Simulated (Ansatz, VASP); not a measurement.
# One calculation of SiC, two programs

```
CELL_PARAMETERS angstrom
0.00000 2.17900 2.17900
2.17900 0.00000 2.17900
2.17900 2.17900 0.00000
ATOMIC_POSITIONS crystal
Si 0.02300 0.97553 0.99719
C 0.78305 0.74500 0.74190
```

Change from the starting cell: atoms moved at random, drawn with an rms of 0.05 Å.

Alike in both runs: task single point; functional PBE; k mesh 10 × 10 × 10; occupations fermi-dirac, width 0.05 eV; no spin polarisation.

|  | VASP | Ansatz |
| --- | --- | --- |
| version | VASP 6.6.1 | Ansatz 0.2.0 |
| potentials or method | VASP PAW PBE potentials, release 64 (Si, C), cutoff 520 eV | all-electron LAPW, scalar-relativistic |

VASP gave:

| Item | Value |
| --- | --- |
| gap on the k mesh at the Fermi level (eV) | 1.03 |
| least direct gap on the mesh (eV) | 4.38 |
| pressure (GPa) | 3.8 |
| traceless stress, the component that is largest in VASP (GPa) | 4.29 |
| rms of the force components (eV/Å) | 0.838 |

Estimate Ansatz's values.

gap on the k mesh at the Fermi level (eV): 1.04; least direct gap on the mesh (eV): 4.38; pressure (GPa): 3.9; traceless stress, the component that is largest in VASP (GPa): 4.29; rms of the force components (eV/Å): 0.838.

Atom by atom the forces differ by 0.000 eV/Å (rms over components). Ansatz ran all-electron here, and VASP with PAW potentials.
